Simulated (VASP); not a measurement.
# HoAuF4 (P-1) in VASP: relaxation of shape and atoms at fixed volume with PBE

Aim: the relaxation of shape and atoms at fixed volume of HoAuF4 with PBE.

All numbers are computed with VASP 6.6.1; they aren't measurements. Logs are shortened: lines on timing, memory, paths and dates and some standing lists are left out, and cuts for length are marked.

### Step 1. The cell of the first run

The typed cell holds 6 atoms: a = 4.276 Å, b = 4.277 Å, c = 7.897 Å, α = 102.27°, β = 101.03°, γ = 89.88°.

### Step 2. Relaxation of shape and atoms at fixed volume, PBE (23.07 Å³/atom)

The input, INCAR:

```
SYSTEM = HoAuF4
ALGO     = Normal         ! electronic algorithm
EDIFF    = 1E-7           ! SCF threshold, eV
EDIFFG   = -0.01          ! ionic threshold
ENCUT    = 600            ! plane-wave cutoff, eV
GGA      = PE             ! functional
GGA_COMPAT= .False.      
IBRION   = 2              ! ionic algorithm
ISIF     = 4              ! what is computed and relaxed
ISMEAR   = 0              ! smearing method
LASPH    = .True.         ! aspherical terms in the spheres
LCHARG   = .False.        ! write CHGCAR
LMAXMIX  = 6              ! l up to which the mixer works
LREAL    = .False.        ! projectors in reciprocal space
LWAVE    = .False.        ! write WAVECAR
NELM     = 200            ! most SCF steps
NELMIN   = 4            
NSW      = 50             ! ionic steps
PREC     = Accurate       ! precision mode
SIGMA    = 0.02           ! smearing width, eV
```

The input, KPOINTS:

```
k-points
0
Gamma
  6 6 4
  0 0 0
```

The input, POSCAR:

```
HoAuF4
1.0
    4.2747868925      0.0121315946      0.0901345726
   -0.0055082701      4.2754789710      0.1087601369
   -1.6634837635     -1.8711281898      7.4896018668
Ho Au F
1 1 4
Direct
    0.5000000000      0.0000000000      0.0000000000
    0.5000000000      0.0000000000      0.5000000000
    0.0000000000      0.0000000000      0.0000000000
    0.5000000000      0.5000000000      0.0000000000
    0.6014400137      0.1126940198      0.2833449728
    0.3985599863      0.8873059802      0.7166550272
```

Potentials or basis: VASP PAW PBE potentials, release 64 (Ho_3, Au, F), 4f in core.

The run is started by

```sh
> cat potpaw_PBE.64/Ho_3/POTCAR potpaw_PBE.64/Au/POTCAR potpaw_PBE.64/F/POTCAR > POTCAR
> mpirun -np 1 vasp_std > vasp.out
```

OUTCAR:

```text
SYSTEM = HoAuF4
   EDIFF = 1E-7
   EDIFFG = -0.01
   ENCUT = 600
   GGA = PE
   IBRION = 2
   ISIF = 4
   ISMEAR = 0
   LASPH = .True.
   LREAL = .False.
   NELM = 200
   NELMIN = 4
   NSW = 50
   PREC = Accurate

 ion  position               nearest neighbor table
   1  0.500  0.000  0.000-   3 2.14   3 2.14   4 2.14   4 2.14   5 2.14   6 2.14
   2  0.500  0.000  0.500-   5 2.00   6 2.00
   3  0.000  0.000  0.000-   1 2.14   1 2.14
   4  0.500  0.500  0.000-   1 2.14   1 2.14
   5  0.601  0.113  0.283-   2 2.00   1 2.14
   6  0.399  0.887  0.717-   2 2.00   1 2.14

  LATTYP: Found a triclinic cell.
 ALAT       =     9.6727370499
 B/A-ratio  =     0.4420418157
 C/A-ratio  =     0.4421567131
 COS(alpha) =     0.0020848202
 COS(beta)  =     0.1743905227
 COS(gamma) =     0.5982057451

  Lattice vectors:

 A1 = (  -5.9382706560,  -1.8832597844,   7.3994672942)
 A2 = (  -4.2747868925,  -0.0121315946,  -0.0901345726)
 A3 = (   0.0055082701,  -4.2754789710,  -0.1087601369)

Analysis of symmetry for initial positions (statically):
=====================================================================
 Subroutine PRICEL returns:
 Original cell was already a primitive cell.

 Routine SETGRP: Setting up the symmetry group for a
 triclinic supercell.

 Subroutine GETGRP returns: Found  2 space group operations
 (whereof  2 operations were pure point group operations)
 out of a pool of  2 trial point group operations.

The static configuration has the point symmetry S_2 .

Analysis of symmetry for dynamics (positions and initial velocities):
=====================================================================
 Subroutine PRICEL returns:
 Original cell was already a primitive cell.

 Routine SETGRP: Setting up the symmetry group for a
 triclinic supercell.

 Subroutine GETGRP returns: Found  2 space group operations
 (whereof  2 operations were pure point group operations)
 out of a pool of  2 trial point group operations.

The dynamic configuration has the point symmetry S_2 .

 Subroutine INISYM returns: Found  2 space group operations
 (whereof  2 operations are pure point group operations),
 and found     1 'primitive' translations

----------------------------------------------------------------------------------------

                                     Primitive cell

  volume of cell :     138.3959

  direct lattice vectors                    reciprocal lattice vectors
     4.274786892  0.012131595  0.090134573     0.232847513 -0.001009177  0.051464653
    -0.005508270  4.275478971  0.108760137    -0.001875158  0.232423006  0.057649786
    -1.663483763 -1.871128190  7.489601867    -0.002775003 -0.003362982  0.132061927

  length of vectors
     4.275754248  4.276865621  7.896988987     0.238469271  0.239473313  0.132133883

  position of ions in fractional coordinates (direct lattice)
     0.500000000  0.000000000  1.000000000
     0.500000000  0.000000000  0.500000000
     0.000000000  0.000000000  0.000000000
     0.500000000  0.500000000  1.000000000
     0.601440014  0.112694020  0.283344973
     0.398559986  0.887305980  0.716655027

  ion indices of the primitive-cell ions
   primitive index   ion index
                 1           1
                 2           2
                 3           3
                 4           4
                 5           5
                 6           6

----------------------------------------------------------------------------------------

 KPOINTS: k-points

Automatic generation of k-mesh.
 Grid dimensions read from file:
 generate k-points for:    6    6    4

 Generating k-lattice:

  Cartesian coordinates                     Fractional coordinates (reciprocal lattice)
     0.038807919 -0.000168196  0.008577442     0.166666667 -0.000000000 -0.000000000
    -0.000312526  0.038737168  0.009608298    -0.000000000  0.166666667  0.000000000
    -0.000693751 -0.000840745  0.033015482    -0.000000000 -0.000000000  0.250000000

  Length of vectors
     0.039744879  0.039912219  0.033033471

  Shift w.r.t. Gamma in fractional coordinates (k-lattice)
     0.000000000  0.000000000  0.000000000

 Subroutine IBZKPT returns following result:
 ===========================================

 Found     76 irreducible k-points:

 Following reciprocal coordinates:
            Coordinates               Weight
  0.000000  0.000000  0.000000      1.000000
  0.166667  0.000000 -0.000000      2.000000
  0.333333  0.000000  0.000000      2.000000
  0.500000  0.000000  0.000000      1.000000
 -0.000000  0.166667 -0.000000      2.000000
  0.166667  0.166667  0.000000      2.000000
[... 16 lines left out ...]
  0.333333  0.000000  0.250000      2.000000
  0.500000  0.000000  0.250000      2.000000
 [... further k-points ...]
   k-points           NKPTS =     76   k-points in BZ     NKDIM =     76   number of bands    NBANDS=     28
   number of dos      NEDOS =    301   number of ions     NIONS =      6
   total plane-waves  NPLWV =  82944
   dimension x,y,z NGX =    36 NGY =   36 NGZ =   64
   dimension x,y,z NGXF=    72 NGYF=   72 NGZF=  128
   ions per type =               1   1   4
   NGX,Y,Z   is equivalent  to a cutoff of  14.00, 13.99, 13.47 a.u.
   NGXF,Y,Z  is equivalent  to a cutoff of  27.99, 27.99, 26.95 a.u.
 SYSTEM =  HoAuF4
   PREC   = accura    normal or accurate (medium, high low for compatibility)
   ISTART =      0    job   : 0-new  1-cont  2-samecut
   ICHARG =      2    charge: 1-file 2-atom 10-const
   ISPIN  =      1    spin polarized calculation?
   LNONCOLLINEAR =      F non collinear calculations
   LSORBIT =      F    spin-orbit coupling
   LASPH  =      T    aspherical Exc in radial PAW
   ENCUT  =  600.0 eV  44.10 Ry    6.64 a.u.   8.54  8.54 15.77*2*pi/ulx,y,z
   NELM   =    200;   NELMIN=  4; NELMDL= -5     # of ELM steps
   EDIFF  = 0.1E-06   stopping-criterion for ELM
   LREAL  =      F    real-space projection
   EDIFFG = -.1E-01   stopping-criterion for IOM
   NSW    =     50    number of steps for IOM
   IBRION =      2    ionic relax: 0-MD 1-quasi-New 2-CG
   NFREE  =      1    steps in history (QN), initial steepest desc. (CG)
   ISIF   =      4    stress and relaxation
   ISYM   =      2    0-nonsym 1-usesym 2-fastsym
   POTIM  = 0.5000    time-step for ionic-motion
   TEBEG  =    0.0;   TEEND  =   0.0 temperature during run
   PSTRESS=    0.0 pullay stress
   NELECT =      48.0000    total number of electrons
   NUPDOWN=      -1.0000    fix difference up-down
   EMIN   =  10.00;   EMAX   =-10.00  energy-range for DOS
   EFERMI =   0.00;   METHOD = LEGACY
   ISMEAR =     0;   SIGMA  =   0.02  broadening in eV -4-tet -1-fermi 0-gaus
   EFERMI_NEDOS =   21; number of points for ismear=-14 and -15
   IALGO  =     38    algorithm
   IMIX   =      4    mixing-type and parameters
     AMIX     =   0.40;   BMIX     =  1.00
     AMIX_MAG =   1.60;   BMIX_MAG =  1.00
  volume/ion in A,a.u.               =      23.07       155.66
  Fermi-wavevector in a.u.,A,eV,Ry     =   1.150220  2.173600 18.000584  1.323006
  Thomas-Fermi vector in A             =   2.286885
   LORBIT       =      0    0 simple, 1 ext, 2 COOP (PROOUT), +10 PAW based schemes
   GGA     = PE    functional components
   LHFCALC =     F    Hartree Fock is set to
   AEXX    =    0.0000 exact exchange contribution
   IVDW    =     0    specifies the selected vdW correction
   LEPSILON=     F    determine dielectric tensor
   LRPA    =     F    only Hartree local field effects (RPA)
 conjugate gradient relaxation of ions
 non-spin polarized calculation
 Gauss-broadening in eV      SIGMA  =   0.02
  energy-cutoff  :      600.00
  volume of cell :      138.40
 maximum number of plane-waves:      4645
 NGX is ok and might be reduce to    36
   NGX = 17   NGY = 17   NGZ = 31

--------------------------------------- Ionic step        1  -------------------------------------------

 number of electron      48.0000024 magnetization

 Free energy of the ion-electron system (eV)
  ---------------------------------------------------
  ext. energy  EPLUGINS =         0.00000000
  ---------------------------------------------------
  free energy    TOTEN  =       -32.22614719 eV

  energy without entropy =      -32.22614719  energy(sigma->0) =      -32.22614719

------------------------ aborting loop because EDIFF is reached ----------------------------------------

  FORCE on cell =-STRESS in cart. coord.  units (eV):
  Direction    XX          YY          ZZ          XY          YZ          ZX
  --------------------------------------------------------------------------------------
  -------------------------------------------------------------------------------------
  Total        2.1968044      2.2597133      2.8620338      0.2365181     -0.5143724     -0.4564680
  in kB       25.4318978     26.1601799     33.1331051      2.7381158     -5.9547711     -5.2844246
  external PRESSURE =      28.2417276 kB  Pullay stress =       0.0000000 kB
[... 101 lines left out ...]
  FREE ENERGIE OF THE ION-ELECTRON SYSTEM (eV)
  ---------------------------------------------------
  free  energy   TOTEN  =       -32.2363492705 eV

  energy  without entropy=      -32.2363492705  energy(sigma->0) =      -32.23634927

[... ionic steps 4 to 12 ...]

--------------------------------------- Ionic step       13  -------------------------------------------

 number of electron      48.0000027 magnetization

------------------------ aborting loop because EDIFF is reached ----------------------------------------
[... 75 lines left out ...]
--------------------------------------- Ionic step       15  -------------------------------------------

 number of electron      48.0000026 magnetization

 Free energy of the ion-electron system (eV)
  ---------------------------------------------------
  ext. energy  EPLUGINS =         0.00000000
  ---------------------------------------------------
  free energy    TOTEN  =       -32.27692290 eV

  energy without entropy =      -32.27692290  energy(sigma->0) =      -32.27692290

 E-fermi :  -1.4927     XC(G=0):  -7.5190

 val. band max:       -1.6052893108   @ k =   0.5000   0.5000   0.5000
 cond. band min:       1.2271102609   @ k =   0.0000   0.0000   0.0000
 fundamental gap:      2.8323995716
 Fermi energy:        -1.4927266545

 k-point     1 :       0.0000    0.0000    0.0000
  band No.  band energies     occupation
      1     -25.1515      2.00000
      2     -24.1295      2.00000
      3     -23.9085      2.00000
      4     -23.8706      2.00000
      5     -23.8620      2.00000
      6     -23.8354      2.00000
[... 733 lines left out ...]
     27       4.4753      0.00000
     28       4.9156      0.00000

 [... further k-points ...]

------------------------ aborting loop because EDIFF is reached ----------------------------------------

  FORCE on cell =-STRESS in cart. coord.  units (eV):
  Direction    XX          YY          ZZ          XY          YZ          ZX
  --------------------------------------------------------------------------------------
  -------------------------------------------------------------------------------------
  Total        0.2694258      0.3213304      0.2297085     -0.0115367     -0.0316194     -0.0326607
  in kB        3.1190803      3.7199681      2.6592823     -0.1335582     -0.3660504     -0.3781055
  external PRESSURE =       3.1661103 kB  Pullay stress =       0.0000000 kB
[... 21 lines left out ...]
  FREE ENERGIE OF THE ION-ELECTRON SYSTEM (eV)
  ---------------------------------------------------
  free  energy   TOTEN  =       -32.2769228999 eV

  energy  without entropy=      -32.2769228999  energy(sigma->0) =      -32.27692290

 reached required accuracy - stopping structural energy minimisation
```

Run time: 26 min. Hardware: 1 thread of AMD EPYC 9R45 (Zen 5), shared host; peak memory 0.52 GiB.

What came out:

```yaml
Free_energy: -32.2769 eV
Energy_gained_by_relaxing: 8.5 meV/atom
Ionic_steps: 15
Pressure_after_relaxing: 0.3 GPa
Largest_force_after_relaxing: 0.009 eV/Å
Band_gap_on_the_k_mesh: 2.83 eV (least direct gap 3.38 eV)
```

Forces on the atoms (eV/Å):
```
Ho   0.000  0.000  0.000
Au   0.000  0.000  0.000
F    0.000  0.000  0.000
F    0.000  0.000  0.000
F    0.004  0.003  0.007
F   -0.004 -0.003 -0.007
```

Stress tensor (GPa, compression positive):
```
 0.31 -0.01 -0.04
-0.01  0.37 -0.04
-0.04 -0.04  0.27
```

The path:
```tsv
step	energy change (eV)	largest force (eV/Å)	pressure (GPa)	volume (Å³)
1	0.0000	0.2280	2.82	138.40
2	-0.0096	0.1667	2.36	138.40
3	-0.0102	0.1575	2.23	138.40
4	-0.0190	0.1250	1.97	138.40
5	-0.0380	0.0656	1.18	138.40
6	-0.0388	0.0348	-0.51	138.40
7	-0.0450	0.0339	0.38	138.40
8	-0.0456	0.1200	0.62	138.40
9	-0.0467	0.0807	0.52	138.40
10	-0.0482	0.0606	0.47	138.40
11	-0.0497	0.0622	0.37	138.40
12	-0.0505	0.0191	0.36	138.40
13	-0.0506	0.0353	0.35	138.40
14	-0.0506	0.0224	0.35	138.40
15	-0.0508	0.0087	0.32	138.40
```

Final structure:
```yaml
crystal:
  lattice:
    - [4.33607, 0.01931, 0.01023]
    - [0.00109, 4.33557, 0.02053]
    - [-1.83032, -2.05594, 7.34772]
  atoms:
    - { symbol: Ho, position: [0.50000, 0.00000, 0.00000] }
    - { symbol: Au, position: [0.50000, 0.00000, 0.50000] }
    - { symbol: F, position: [0.00000, 0.00000, 0.00000] }
    - { symbol: F, position: [0.50000, 0.50000, 0.00000] }
    - { symbol: F, position: [0.62329, 0.13704, 0.29617] }
    - { symbol: F, position: [0.37671, 0.86296, 0.70383] }
```

Caveat: spin-orbit coupling is left out, which moves the levels of the heavy elements; the 4f electrons are frozen in the core, so they carry no moment and show no levels. A k mesh can miss the band edges.
